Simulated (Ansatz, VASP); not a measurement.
**K2HgBr4 in VASP and in Ansatz**

```
CELL_PARAMETERS angstrom
-2.67300 2.67300 8.40483
2.67300 -2.67300 8.40483
2.67300 2.67300 -8.40483
ATOMIC_POSITIONS crystal
K 0.64375 0.64375 0.00000
K 0.35625 0.35625 0.00000
Hg 0.00000 0.00000 0.00000
Br 0.00000 0.50000 0.50000
Br 0.50000 0.00000 0.50000
Br 0.25000 0.75000 0.50000
Br 0.75000 0.25000 0.50000
```

Alike in both runs: task single point; functional PBE; k mesh 4 × 4 × 4; occupations gaussian, width 0.1 eV; no spin polarisation.

|  | VASP | Ansatz |
| --- | --- | --- |
| version | VASP 6.6.1 | Ansatz 0.2.0 |
| potentials or method | VASP PAW PBE potentials, release 64 (K_sv, Hg, Br), cutoff 520 eV | scalar-relativistic, plane waves, PAW |
| valence electrons in the cell | 58 | 66 |

Ansatz gave:

* gap on the k mesh at the Fermi level (eV): none
* pressure (GPa): 2.5
* traceless stress, the component that is largest in VASP (GPa): -1.92
* rms of the force components (eV/Å): 0.031

What did VASP give for the same quantities?

gap on the k mesh at the Fermi level (eV): none; pressure (GPa): 2.6; traceless stress, the component that is largest in VASP (GPa): -2.00; rms of the force components (eV/Å): 0.028.

Atom by atom the forces differ by 0.003 eV/Å (rms over components). A gap of «none» marks a metal or a gap that the smearing closes. The functional is the same, so the differences come from potentials, cutoffs and numerics. VASP's potentials hold 58 valence electrons a cell and Ansatz's 66, so a difference there can come from the potentials and not from the codes.

The k mesh is coarse, so the values compare programs but aren't converged. Neither program's run includes spin-orbit coupling.
